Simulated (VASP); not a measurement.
# RuPt2 (F-43m) in VASP: relaxation of cell and atoms with PBE

Aim: the relaxation of cell and atoms of RuPt2 with PBE.

Everything below comes from runs of VASP 6.6.1. Logs are shortened: lines on timing, memory, paths and dates and some standing lists are left out, and cuts for length are marked.

## (1) The cell of the first run

Symmetry: F-43m, No. 216, cubic system. Conventional cell: a = 5.981 Å, b = 5.981 Å, c = 5.981 Å, α = 90.00°, β = 90.00°, γ = 90.00°. Ru (site symmetry -43m) has 10 Pt at 2.59 to 2.99 Å within 3.4 Å. Within 3.4 Å of Pt (site symmetry -43m) lie 4 Ru at 2.59 Å and 4 Pt at 2.59 Å. Pt (site symmetry -43m) has 4 Pt at 2.59 Å and 6 Ru at 2.99 Å within 3.4 Å.

The cell was built from a structure type or drawn by symmetry, and may not be a known phase.

## (2) Relaxation of cell and atoms, PBE

INCAR

```
PREC = Accurate
ENCUT = 600
EDIFF = 1E-7
ISMEAR = 0
SIGMA = 0.1
LREAL = F
LASPH = T
NELM = 100
ALGO = Fast
ISIF = 3
LWAVE = F
LCHARG = F
GGA = PE
IBRION = 2
NSW = 100
EDIFFG = -0.01
```

KPOINTS

```
Automatic mesh
0
Gamma
  14 14 14
```

POSCAR

```
RuPt2
1.0
    0.0000000000      2.9902695383      2.9902695383
    2.9902695383      0.0000000000      2.9902695383
    2.9902695383      2.9902695383      0.0000000000
Ru Pt
1 2
Direct
    0.0000000000      0.0000000000      0.0000000000
    0.7500000000      0.7500000000      0.7500000000
    0.5000000000      0.5000000000      0.5000000000
```

Potentials or basis: VASP PAW PBE potentials, release 64 (Ru_pv, Pt).

Run with:

```
cat potpaw_PBE.64/Ru_pv/POTCAR potpaw_PBE.64/Pt/POTCAR > POTCAR
mpirun -np 1 vasp_std > vasp.out
```

OUTCAR:

```text
PREC = Accurate
   ENCUT = 600
   EDIFF = 1E-7
   ISMEAR = 0
   LREAL = F
   LASPH = T
   NELM = 100
   ISIF = 3
   GGA = PE
   IBRION = 2
   NSW = 100
   EDIFFG = -0.01

 ion  position               nearest neighbor table
   1  0.000  0.000  0.000-   2 2.59   2 2.59   2 2.59   2 2.59   3 2.99   3 2.99   3 2.99   3 2.99
                             3 2.99   3 2.99
   2  0.750  0.750  0.750-   1 2.59   3 2.59   3 2.59   3 2.59   3 2.59   1 2.59   1 2.59   1 2.59

   3  0.500  0.500  0.500-   2 2.59   2 2.59   2 2.59   2 2.59   1 2.99   1 2.99   1 2.99   1 2.99
                             1 2.99   1 2.99

  LATTYP: Found a face centered cubic cell.
 ALAT       =     5.9805390766

  Lattice vectors:

 A1 = (   0.0000000000,   2.9902695383,   2.9902695383)
 A2 = (   2.9902695383,   0.0000000000,   2.9902695383)
 A3 = (   2.9902695383,   2.9902695383,   0.0000000000)

Analysis of symmetry for initial positions (statically):
=====================================================================
 Subroutine PRICEL returns:
 Original cell was already a primitive cell.

 Routine SETGRP: Setting up the symmetry group for a
 face centered cubic supercell.

 Subroutine GETGRP returns: Found 24 space group operations
 (whereof 24 operations were pure point group operations)
 out of a pool of 48 trial point group operations.

The static configuration has the point symmetry T_d .

Analysis of symmetry for dynamics (positions and initial velocities):
=====================================================================
 Subroutine PRICEL returns:
 Original cell was already a primitive cell.

 Routine SETGRP: Setting up the symmetry group for a
 face centered cubic supercell.

 Subroutine GETGRP returns: Found 24 space group operations
 (whereof 24 operations were pure point group operations)
 out of a pool of 48 trial point group operations.

The dynamic configuration has the point symmetry T_d .

 Subroutine INISYM returns: Found 24 space group operations
 (whereof 24 operations are pure point group operations),
 and found     1 'primitive' translations

----------------------------------------------------------------------------------------

                                     Primitive cell

  volume of cell :      53.4763

  direct lattice vectors                    reciprocal lattice vectors
     0.000000000  2.990269538  2.990269538    -0.167209007  0.167209007  0.167209007
     2.990269538  0.000000000  2.990269538     0.167209007 -0.167209007  0.167209007
     2.990269538  2.990269538  0.000000000     0.167209007  0.167209007 -0.167209007

  length of vectors
     4.228879736  4.228879736  4.228879736     0.289614496  0.289614496  0.289614496

  position of ions in fractional coordinates (direct lattice)
     0.000000000  0.000000000  0.000000000
     0.750000000  0.750000000  0.750000000
     0.500000000  0.500000000  0.500000000

  ion indices of the primitive-cell ions
   primitive index   ion index
                 1           1
                 2           2
                 3           3

----------------------------------------------------------------------------------------

 KPOINTS: Automatic mesh

Automatic generation of k-mesh.
 Grid dimensions read from file:
 generate k-points for:   14   14   14

 Generating k-lattice:

  Cartesian coordinates                     Fractional coordinates (reciprocal lattice)
    -0.011943500  0.011943500  0.011943500     0.071428571  0.000000000  0.000000000
     0.011943500 -0.011943500  0.011943500     0.000000000  0.071428571  0.000000000
     0.011943500  0.011943500 -0.011943500     0.000000000  0.000000000  0.071428571

  Length of vectors
     0.020686750  0.020686750  0.020686750

  Shift w.r.t. Gamma in fractional coordinates (k-lattice)
     0.000000000  0.000000000  0.000000000

 Subroutine IBZKPT returns following result:
 ===========================================

 Found    104 irreducible k-points:

 Following reciprocal coordinates:
            Coordinates               Weight
  0.000000  0.000000  0.000000      1.000000
  0.071429  0.000000  0.000000      8.000000
  0.142857  0.000000  0.000000      8.000000
  0.214286  0.000000  0.000000      8.000000
  0.285714  0.000000  0.000000      8.000000
  0.357143  0.000000  0.000000      8.000000
[... 16 lines left out ...]
  0.214286  0.142857  0.000000     24.000000
  0.285714  0.142857  0.000000     24.000000
 [... further k-points ...]
   k-points           NKPTS =    104   k-points in BZ     NKDIM =    104   number of bands    NBANDS=     21
   number of dos      NEDOS =    301   number of ions     NIONS =      3
   total plane-waves  NPLWV =  46656
   dimension x,y,z NGX =    36 NGY =   36 NGZ =   36
   dimension x,y,z NGXF=    72 NGYF=   72 NGZF=   72
   ions per type =               1   2
   NGX,Y,Z   is equivalent  to a cutoff of  14.15, 14.15, 14.15 a.u.
   NGXF,Y,Z  is equivalent  to a cutoff of  28.30, 28.30, 28.30 a.u.
 SYSTEM =  unknown system
   PREC   = accura    normal or accurate (medium, high low for compatibility)
   ISTART =      0    job   : 0-new  1-cont  2-samecut
   ICHARG =      2    charge: 1-file 2-atom 10-const
   ISPIN  =      1    spin polarized calculation?
   LNONCOLLINEAR =      F non collinear calculations
   LSORBIT =      F    spin-orbit coupling
   LASPH  =      T    aspherical Exc in radial PAW
   ENCUT  =  600.0 eV  44.10 Ry    6.64 a.u.   8.45  8.45  8.45*2*pi/ulx,y,z
   NELM   =    100;   NELMIN=  2; NELMDL= -5     # of ELM steps
   EDIFF  = 0.1E-06   stopping-criterion for ELM
   LREAL  =      F    real-space projection
   EDIFFG = -.1E-01   stopping-criterion for IOM
   NSW    =    100    number of steps for IOM
   IBRION =      2    ionic relax: 0-MD 1-quasi-New 2-CG
   NFREE  =      1    steps in history (QN), initial steepest desc. (CG)
   ISIF   =      3    stress and relaxation
   ISYM   =      2    0-nonsym 1-usesym 2-fastsym
   POTIM  = 0.5000    time-step for ionic-motion
   TEBEG  =    0.0;   TEEND  =   0.0 temperature during run
   PSTRESS=    0.0 pullay stress
   NELECT =      34.0000    total number of electrons
   NUPDOWN=      -1.0000    fix difference up-down
   EMIN   =  10.00;   EMAX   =-10.00  energy-range for DOS
   EFERMI =   0.00;   METHOD = LEGACY
   ISMEAR =     0;   SIGMA  =   0.10  broadening in eV -4-tet -1-fermi 0-gaus
   EFERMI_NEDOS =   21; number of points for ismear=-14 and -15
   IALGO  =     68    algorithm
   IMIX   =      4    mixing-type and parameters
     AMIX     =   0.40;   BMIX     =  1.00
     AMIX_MAG =   1.60;   BMIX_MAG =  1.00
  volume/ion in A,a.u.               =      17.83       120.29
  Fermi-wavevector in a.u.,A,eV,Ry     =   1.407713  2.660192 26.962067  1.981656
  Thomas-Fermi vector in A             =   2.529944
   LORBIT       =      0    0 simple, 1 ext, 2 COOP (PROOUT), +10 PAW based schemes
   GGA     = PE    functional components
   LHFCALC =     F    Hartree Fock is set to
   AEXX    =    0.0000 exact exchange contribution
   IVDW    =     0    specifies the selected vdW correction
   LEPSILON=     F    determine dielectric tensor
   LRPA    =     F    only Hartree local field effects (RPA)
 conjugate gradient relaxation of ions
 non-spin polarized calculation
 RMM-DIIS sequential band-by-band and
 Gauss-broadening in eV      SIGMA  =   0.10
  energy-cutoff  :      600.00
  volume of cell :       53.48
 maximum number of plane-waves:      1816
 NGX is ok and might be reduce to    36
   NGX = 17   NGY = 17   NGZ = 17

 number of electron      34.0000002 magnetization

 Free energy of the ion-electron system (eV)
  ---------------------------------------------------
  ext. energy  EPLUGINS =         0.00000000
  ---------------------------------------------------
  free energy    TOTEN  =       -19.70823642 eV

  energy without entropy =      -19.68463124  energy(sigma->0) =      -19.69643383

 E-fermi :   8.7989     XC(G=0): -12.2627

 val. band max:        8.7975115793   @ k =  -0.3571   0.1429   0.0000
 cond. band min:       8.8001690019   @ k =   0.5000   0.3571   0.0000
 fundamental gap:      0.0026574226
 Fermi energy:         8.7989145791

 k-point     1 :       0.0000    0.0000    0.0000
  band No.  band energies     occupation
      1     -34.0630      2.00000
      2     -34.0630      2.00000
      3     -34.0630      2.00000
      4       0.4074      2.00000
      5       3.0152      2.00000
      6       3.0152      2.00000
[... 13 lines left out ...]
     20      16.5572      0.00000
     21      18.0159      0.00000

 k-point     2 :       0.0714    0.0000    0.0000
  band No.  band energies     occupation
      1     -34.0632      2.00000
      2     -34.0630      2.00000
      3     -34.0630      2.00000
      4       0.4847      2.00000
      5       3.0499      2.00000
      6       3.0499      2.00000
[... 13 lines left out ...]
     20      16.4595      0.00000
     21      16.9622      0.00000

 k-point     3 :       0.1429    0.0000    0.0000
  band No.  band energies     occupation
      1     -34.0638      2.00000
      2     -34.0630      2.00000
      3     -34.0630      2.00000
      4       0.7110      2.00000
      5       3.1519      2.00000
      6       3.1519      2.00000
[... 13 lines left out ...]
     20      15.1830      0.00000
     21      16.9138      0.00000
[... 457 lines left out ...]
 k-point    23 :       0.2143    0.1429    0.0000
  band No.  band energies     occupation
      1     -34.0649      2.00000
      2     -34.0629      2.00000
      3     -34.0629      2.00000
      4       1.0694      2.00000
      5       3.2410      2.00000
      6       3.3407      2.00000
[... 13 lines left out ...]
     20      14.6970      0.00000
     21      15.5850      0.00000

 k-point    24 :       0.2857    0.1429    0.0000
  band No.  band energies     occupation
      1     -34.0656      2.00000
      2     -34.0630      2.00000
      3     -34.0629      2.00000
      4       1.4409      2.00000
      5       3.3445      2.00000
      6       3.5204      2.00000
[... 13 lines left out ...]
     20      13.2397      0.00000
     21      15.2155      0.00000

 [... further k-points ...]

------------------------ aborting loop because EDIFF is reached ----------------------------------------

  FORCE on cell =-STRESS in cart. coord.  units (eV):
  Direction    XX          YY          ZZ          XY          YZ          ZX
  --------------------------------------------------------------------------------------
  -------------------------------------------------------------------------------------
  Total       -0.0188356     -0.0188356     -0.0188356     -0.0000000     -0.0000000      0.0000000
  in kB       -0.5643241     -0.5643241     -0.5643241     -0.0000000     -0.0000000      0.0000000
  external PRESSURE =      -0.5643241 kB  Pullay stress =       0.0000000 kB

 VOLUME and BASIS-vectors are now :
 -----------------------------------------------------------------------------
  energy-cutoff  :      600.00
  volume of cell :       53.48
      direct lattice vectors                 reciprocal lattice vectors
     0.000000000  2.990269538  2.990269538    -0.167209007  0.167209007  0.167209007
     2.990269538  0.000000000  2.990269538     0.167209007 -0.167209007  0.167209007
     2.990269538  2.990269538  0.000000000     0.167209007  0.167209007 -0.167209007

 POSITION                                       TOTAL-FORCE (eV/Angst)
 -----------------------------------------------------------------------------------
      0.00000      0.00000      0.00000        -0.000000     -0.000000     -0.000000
      4.48540      4.48540      4.48540        -0.000000     -0.000000     -0.000000
      2.99027      2.99027      2.99027         0.000000      0.000000      0.000000
 -----------------------------------------------------------------------------------
    total drift:                               -0.000000     -0.000000     -0.000000

  FREE ENERGIE OF THE ION-ELECTRON SYSTEM (eV)
  ---------------------------------------------------
  free  energy   TOTEN  =       -19.7082364176 eV

  energy  without entropy=      -19.6846312368  energy(sigma->0) =      -19.69643383

 reached required accuracy - stopping structural energy minimisation
```

Run time: 3.9 min. Hardware: 1 thread of Intel Xeon 8259CL, shared host; peak memory 0.31 GiB.

Results:

| Property | Result |
| --- | --- |
| Free energy | -19.7082 eV |
| Pressure after relaxing | -0.1 GPa |
| Band gap on the k mesh | zero (bands 17 and 18 overlap by 0.50 eV) |

Final structure:
```
Ru Pt
1.0
     0.00000    2.99027    2.99027
     2.99027    0.00000    2.99027
     2.99027    2.99027    0.00000
Ru Pt
1 2
Direct
  0.00000 0.00000 0.00000
  0.75000 0.75000 0.75000
  0.50000 0.50000 0.50000
```

Levels at points of the mesh, in eV from the Fermi level:
```tsv
k point	band 15	band 16	band 17	band 18	band 19	band 20
(0.00, 0.00, 0.00)	-0.07	-0.07	-0.07	0.38	0.38	7.76
(0.50, 0.00, 0.00)	-1.72	-0.69	-0.69	0.16	0.16	1.26
(0.50, 0.50, 0.00)	-0.89	0.24	0.48	0.48	0.54	1.88
```

Caveat: the relaxation stopped at its first step, so nothing moved; spin-orbit coupling is left out, which moves the levels of the heavy elements.
